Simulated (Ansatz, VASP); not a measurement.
**One calculation of HfN, two programs**

```
Hf N
1.0
     0.04518    2.28159    2.28159
     2.28159    0.04518    2.28159
     2.28159    2.28159    0.04518
Hf N
1 1
Direct
  0.00000 0.00000 0.00000
  0.50000 0.50000 0.50000
```

Change from the starting cell: equal xy, yz and zx shear strains of +2 %, crystal datasets.

Alike in both runs: task electric field gradients; functional PBE; k mesh 10 × 10 × 10; occupations fermi-dirac, width 0.03 eV; no spin polarisation.

|  | VASP | Ansatz |
| --- | --- | --- |
| version | VASP 6.6.1 | Ansatz 0.2.0 |
| potentials or method | VASP PAW PBE potentials, release 64 (Hf_pv, N), cutoff 520 eV | all-electron PAW with datasets made for the crystal, scalar-relativistic |

```tsv
	VASP	Ansatz	Ansatz less VASP
pressure (GPa)	3.2	5.6	+2.46
traceless stress, the component that is largest in VASP (GPa)	-2.11	-2.11	-0.006
size of Vzz on the site where it differs most (V/Å²)	15.5	16.4	+0.87
```

Ansatz ran all-electron here, and VASP with PAW potentials.

Spin-orbit coupling is off throughout.
